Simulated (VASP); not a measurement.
Here is a VASP 6.6.1 calculation.

INCAR

```
SYSTEM = TaF3
ALGO = Normal ; EDIFF = 1E-6
ENCUT = 520 ; GGA = CA
ISIF = 2 ; ISMEAR = -1
LASPH = .True. ; LCHARG = .False.
LREAL = .False. ; LWAVE = .False.
NBANDS = 24 ; NELM = 100
PREC = Accurate ; SIGMA = 0.1
```

File KPOINTS:

```
k-points
0
Gamma
  6 6 6
  0 0 0
```

File POSCAR:

```
TaF3
1.0
    4.1666460000      0.0000000000      0.0000000000
    0.0000000000      4.1666460000      0.0000000000
    0.0000000000      0.0000000000      4.1666460000
Ta F
1 3
Direct
    0.0000000000      0.0000000000      0.0000000000
    0.0000000000      0.5000000000      0.0000000000
    0.5000000000      0.0000000000      0.0000000000
    0.0000000000      0.0000000000      0.5000000000
```

Potentials or basis: VASP PAW LDA potentials, release 64 (Ta_pv, F).

Launch:

```bash
$ cat potpaw_LDA.64/Ta_pv/POTCAR potpaw_LDA.64/F/POTCAR > POTCAR
$ mpirun -np 1 vasp_std > vasp.out
```

Question: Estimate the pressure.

Answer: -9.6 GPa.

Question: Predict the band gap on the k mesh.

Answer: Zero (band 16 reaches 3.76 eV, above the bottom of band 17 at 1.63 eV).

Caveat: spin-orbit coupling is left out, which moves the levels of the heavy elements.
